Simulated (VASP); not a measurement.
Input of a VASP 6.6.1 run:

INCAR

```
SYSTEM = Al
ALGO = Normal
EDIFF = 1E-6
ENCUT = 520
GGA = CA
ISIF = 2
ISMEAR = 0
LASPH = .TRUE.
LCHARG = .FALSE.
LREAL = Auto
LWAVE = .FALSE.
NBANDS = 72
NELM = 80
PREC = Accurate
SIGMA = 0.1
```

KPOINTS

```
k-points
0
G
  3 3 3
  0 0 0
```

The input POSCAR:

```
Al
1.0
    8.1000000000      0.0000000000      0.0000000000
    0.0000000000      8.1000000000      0.0000000000
    0.0000000000      0.0000000000      8.1000000000
Al
33
Direct
    0.4993391358      0.0164240741     -0.0079483951
    0.7566295062      0.2509316049      0.0023765432
    0.7494813580      0.0000756790      0.2487192593
    0.0051653086      0.0053350617      0.0049808642
    0.2485006173      0.2508722222      0.0044517284
    0.4993966667      0.4855276543     -0.0073108642
    0.7690945679      0.7498304938     -0.0072360494
    0.2584224691     -0.0089830864      0.2582923457
    0.5005198765      0.2491006173      0.2402056790
    0.7479214815      0.5015239506      0.2498954321
    0.5073969136      0.0461030864      0.5070493827
    0.7627737037      0.2493867901      0.4986927160
    0.7532265432      0.0041358025      0.7530971605
    0.0051876543      0.4955913580      0.0050008642
    0.2401080247      0.7499949383     -0.0045309877
    0.0046914815      0.2508737037      0.2482411111
    0.2589766667      0.5089486420      0.2588218519
    0.5130823457      0.7523701235      0.1682732099
   -0.0078893827      0.0166316049      0.4991575309
    0.2405097531      0.2491148148      0.5002995062
    0.5076638272      0.4467162963      0.5072943210
    0.7768595062      0.7511853086      0.5047744444
    0.2489376543      0.0000255556      0.7492066667
    0.4988356790      0.2493767901      0.7625887654
    0.7524650617      0.4966275309      0.7523482716
   -0.0043176543      0.7499856790      0.2398675309
   -0.0072256790      0.4853674074      0.4992162963
    0.1675367901      0.7524134568      0.5131651852
    0.0026093827      0.2509514815      0.7564746914
    0.2501364198      0.5016213580      0.7476079012
    0.5051056790      0.7511992593      0.7770962963
   -0.0075614815      0.7498092593      0.7693127160
    0.4604676543      0.7447911111      0.4612193827
```

Potentials or basis: VASP PAW LDA potentials, release 64 (Al).

Command:

```console
$ cat potpaw_LDA.64/Al/POTCAR > POTCAR
$ mpirun -np 1 vasp_std > vasp.out
```

(1) Estimate the largest force.

(2) Predict the pressure.

Answers

(1) 0.172 eV/Å.

(2) 1.3 GPa.
